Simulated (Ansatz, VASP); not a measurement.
## Two plane-wave programs on KBr

```
K Br
1.0
     0.00000    3.38612    3.28217
     3.38612    0.00000    3.28217
     3.38612    3.38612    0.00000
K Br
1 1
Direct
  0.00000 0.00000 0.00000
  0.50000 0.50000 0.50000
```

Change from the starting cell: epitaxial_xy strain +2.5%.

Alike in both runs: task single point; functional r2SCAN; k mesh 6 × 6 × 6; no spin polarisation.

|  | VASP | Ansatz |
| --- | --- | --- |
| version | VASP 6.6.1 | Ansatz 0.2.0 |
| potentials or method | VASP PAW PBE potentials, release 64 (K_sv, Br) | plane waves, PAW |
| plane-wave cutoff (eV) | 520 | 500 |
| occupations | gaussian, width 0.01 eV | fixed |
| valence electrons in the cell | 16 | 16 |

Ansatz gave:

```
gap on the k mesh at the Fermi level (eV)                     : 4.94
pressure (GPa)                                                : -0.6
traceless stress, the component that is largest in VASP (GPa) : 0.60
```

What did VASP give for the same quantities?

gap on the k mesh at the Fermi level (eV): 4.94; pressure (GPa): -0.6; traceless stress, the component that is largest in VASP (GPa): 0.61.

VASP's potentials were made for PBE, not for r2SCAN.
